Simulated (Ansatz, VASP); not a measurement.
# Co: VASP beside Ansatz

File POSCAR:

```
Co
1.0
    0.0000000000      1.7562444945      1.7562444945
    1.7562444945      0.0000000000      1.7562444945
    1.7562444945      1.7562444945      0.0000000000
Co
1
Direct
    0.0000000000      0.0000000000      0.0000000000
```

Contents of INCAR.step1:

```
  ALGO = Normal
  EDIFF = 1E-4
  ENCUT = 520
  GGA = PE
  ISMEAR = 0
  LASPH = T
  LCHARG = F
  LREAL = F
  LWAVE = T
  NBANDS = 10
  NELM = 60
  PREC = Accurate
  SIGMA = 0.05
```

File INCAR.step2:

```
  ALGO = Normal
  EDIFF = 1E-6
  ENCUT = 520
  ISIF = 2
  ISMEAR = 0
  ISTART = 1
  LASPH = T
  LCHARG = T
  LELF = T
  LMIXTAU = T
  LREAL = F
  LVHAR = T
  LWAVE = F
  METAGGA = R2SCAN
  NBANDS = 10
  NELM = 60
  PREC = Accurate
  SIGMA = 0.05
```

Contents of KPOINTS:

```
k-points
0
Gamma
  20 20 20
```

Input for Ansatz:

```yaml
crystal:
  lattice:
    - [0.0, 1.7562444945, 1.7562444945]
    - [1.7562444945, 0.0, 1.7562444945]
    - [1.7562444945, 1.7562444945, 0.0]
  atoms:
    - { symbol: Co, position: [0.0, 0.0, 0.0] }
basis:
  ecutwfc: 500
  ecutrho_ratio: 4
kpoints:
  mp_grid: { grid: [20, 20, 20] }
hamiltonian:
  xc: r2scan
scf:
  occupations: { method: gaussian, width: 0.05 }
output:
  forces: true
  stress: true
  eigenvalues: true
```

Alike in both runs: task single point; functional r2SCAN; k mesh 20 × 20 × 20; occupations gaussian, width 0.05 eV; no spin polarisation.

```csv
,VASP,Ansatz
version,VASP 6.6.1,Ansatz 0.2.0
potentials or method,"VASP PAW PBE potentials, release 64 (Co), cutoff 520 eV","scalar-relativistic, plane waves, PAW"
valence electrons in the cell,9,17
```

|  | VASP | Ansatz | Ansatz less VASP |
| --- | --- | --- | --- |
| gap on the k mesh at the Fermi level (eV) | none | none | - |
| pressure (GPa) | -20.0 | -20.4 | -0.42 |

VASP's potentials were made for PBE, not for r2SCAN. A gap of «none» marks a metal or a gap that the smearing closes. VASP's potentials hold 9 valence electrons a cell and Ansatz's 17, so a difference there can come from the potentials and not from the codes.
